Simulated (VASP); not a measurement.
A run of VASP 6.6.1 is set up as follows.

Contents of INCAR:

```
SYSTEM = CoTeW
ALGO = Normal
EDIFF = 1E-6
ENCUT = 600
GGA = PE
GGA_COMPAT = .False.
ISIF = 2
ISMEAR = 1
LASPH = .True.
LCHARG = .False.
LREAL = .False.
LWAVE = .False.
NBANDS = 38
NELM = 120
PREC = Accurate
SIGMA = 0.025
```

The input KPOINTS:

```
k-points
0
Gamma
  4 4 2
  0 0 0
```

File POSCAR:

```
CoTeW
1.0
    5.2465680000      0.0000000000      0.0000000000
    0.0000000000      5.0552460000      0.0000000000
    0.0000000000      0.0000000000      8.8488810000
W Te Co
2 2 2
Direct
    0.0000000000      0.0000000000      0.5498000000
    0.5000000000      0.5000000000      0.4502000000
    0.0000000000      0.0000000000      0.0127000000
    0.5000000000      0.5000000000      0.9873000000
    0.0000000000      0.5000000000      0.2725000000
    0.5000000000      0.0000000000      0.7275000000
```

Potentials or basis: VASP PAW PBE potentials, release 64 (W_sv, Te, Co).

The run is started by

```console
$ cat potpaw_PBE.64/W_sv/POTCAR potpaw_PBE.64/Te/POTCAR potpaw_PBE.64/Co/POTCAR > POTCAR
$ mpirun -np 1 vasp_std > vasp.out
```

(1) Estimate the pressure.

(2) Predict the largest force.

(3) What does it give for the band gap on the k mesh?

Results:

(1) -18.0 GPa.

(2) 1.535 eV/Å.

(3) zero (bands 29 and 30 overlap by 0.55 eV).

Caveat: the cell stands under tension; spin-orbit coupling is left out, which moves the levels of the heavy elements; the run has no spin polarisation, though such a crystal can be magnetic; forces of over 1 eV/Å act on the atoms, so gaps and moduli don't describe the material at rest.
